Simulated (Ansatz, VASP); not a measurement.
# One calculation of BN, two programs

INCAR

```
PREC     = Accurate       # precision mode
ENCUT    = 520            # plane-wave cutoff, eV
EDIFF    = 1E-6           # SCF threshold, eV
ISMEAR   = 0              # smearing method
SIGMA    = 0.01           # smearing width, eV
LREAL    = F              # projectors in reciprocal space
LASPH    = T              # aspherical terms in the spheres
NELM     = 100            # most SCF steps
ALGO     = Normal         # electronic algorithm
ISIF     = 2              # what is computed and relaxed
LWAVE    = F              # write WAVECAR
LCHARG   = T              # write CHGCAR
GGA      = PE             # functional
LELF     = T              # ELF
LVHAR    = T            
NBANDS   = 16             # bands
```

KPOINTS

```
Automatic mesh
0
Gamma
  9 9 6
```

The input POSCAR:

```
BN
1.0
    2.6045334164      0.0000000000      0.0000000000
   -1.3022667083      2.2555921036      0.0000000000
    0.0000000000      0.0000000000      4.3072797796
B N
2 2
Direct
    0.3333333333      0.6666666667      0.0001896141
    0.6666666667      0.3333333333      0.5001896141
    0.3333333333      0.6666666667      0.3748103859
    0.6666666667      0.3333333333      0.8748103859
```

Input for Ansatz:

```yaml
crystal:
  lattice:
    - [2.6045334164, 0.0, 0.0]
    - [-1.3022667083, 2.2555921036, 0.0]
    - [0.0, 0.0, 4.3072797796]
  atoms:
    - { symbol: B, position: [0.3333333333, 0.6666666667, 0.0001896141] }
    - { symbol: B, position: [0.6666666667, 0.3333333333, 0.5001896141] }
    - { symbol: "N", position: [0.3333333333, 0.6666666667, 0.3748103859] }
    - { symbol: "N", position: [0.6666666667, 0.3333333333, 0.8748103859] }
kpoints:
  mp_grid: { grid: [9, 9, 6] }
hamiltonian:
  xc: pbe
scf:
  occupations: { method: fixed }
  n_extra_bands: 5
output:
  forces: true
  stress: true
  eigenvalues: true
```

Alike in both runs: task single point; functional PBE; k mesh 9 × 9 × 6; no spin polarisation.

|  | VASP | Ansatz |
| --- | --- | --- |
| version | VASP 6.6.1 | Ansatz 0.2.0 |
| potentials or method | VASP PAW PBE potentials, release 64 (B, N) | plane waves, PAW |
| plane-wave cutoff (eV) | 520 | 420 |
| occupations | gaussian, width 0.01 eV | fixed |
| valence electrons in the cell | 16 | 16 |

Ansatz gave:

| Quantity | Value |
| --- | --- |
| gap on the k mesh at the Fermi level (eV) | 5.30 |
| pressure (GPa) | -19.4 |
| traceless stress, the component that is largest in VASP (GPa) | -0.15 |
| rms of the force components (eV/Å) | 0.024 |

**Question.** Which values does VASP return?

**Answer.** gap on the k mesh at the Fermi level (eV): 5.29; pressure (GPa): -19.3; traceless stress, the component that is largest in VASP (GPa): -0.18; rms of the force components (eV/Å): 0.023.

Atom by atom the forces differ by 0.001 eV/Å (rms over components).
